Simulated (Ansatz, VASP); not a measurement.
# LiH: VASP beside Ansatz

Contents of INCAR:

```
SYSTEM = LiH
PREC     = Accurate       ! precision mode
ENCUT    = 520            ! plane-wave cutoff, eV
EDIFF    = 1E-7           ! SCF threshold, eV
ISMEAR   = -1             ! smearing method
SIGMA    = 0.08           ! smearing width, eV
LREAL    = .False.        ! projectors in reciprocal space
LASPH    = .True.         ! aspherical terms in the spheres
NELM     = 100            ! most SCF steps
ALGO     = Normal         ! electronic algorithm
ISIF     = 2              ! what is computed and relaxed
LWAVE    = .False.        ! write WAVECAR
LCHARG   = .False.        ! write CHGCAR
GGA      = PE             ! functional
NBANDS   = 9              ! bands
```

KPOINTS

```
Automatic mesh
0
Gamma
  14 14 14
  0 0 0
```

Contents of POSCAR:

```
LiH
1.0
    0.0000000000      2.0034924843      2.0034924843
    2.0034924843      0.0000000000      2.0034924843
    2.0034924843      2.0034924843      0.0000000000
Li H
1 1
Direct
    0.0000000000      0.0000000000      0.0000000000
    0.5072044193      0.5072044193      0.5072044193
```

Input for Ansatz:

```yaml
crystal:
  lattice:
    - [0.0, 2.0034924843, 2.0034924843]
    - [2.0034924843, 0.0, 2.0034924843]
    - [2.0034924843, 2.0034924843, 0.0]
  atoms:
    - { symbol: Li, position: [0.0, 0.0, 0.0] }
    - { symbol: H, position: [0.5072044193, 0.5072044193, 0.5072044193] }
kpoints:
  mp_grid: { grid: [14, 14, 14] }
scf:
  occupations: { method: fermi_dirac, width: 0.08 }
hamiltonian:
  xc: pbe
  pseudopotentials: { kind: all_electron, lapw: { basis_error: 0.001 } }
output:
  forces: true
  stress: true
  eigenvalues: true
```

Alike in both runs: task single point; functional PBE; k mesh 14 × 14 × 14; occupations fermi-dirac, width 0.08 eV; no spin polarisation.

```csv
,VASP,Ansatz
version,VASP 6.6.1,Ansatz 0.2.0
potentials or method,"VASP PAW PBE potentials, release 64 (Li_sv, H), cutoff 520 eV","all-electron LAPW, scalar-relativistic"
```

|  | VASP | Ansatz | Ansatz less VASP |
| --- | --- | --- | --- |
| gap on the k mesh at the Fermi level (eV) | 2.99 | 3.00 | +0.005 |
| rms of the force components (eV/Å) | 0.032 | 0.032 | 0.0000 |

Atom by atom the forces differ by 0.000 eV/Å (rms over components). Ansatz ran all-electron here, and VASP with PAW potentials.

Noted on VASP's run: the cutoff is short for stress, so the pressure is rough.
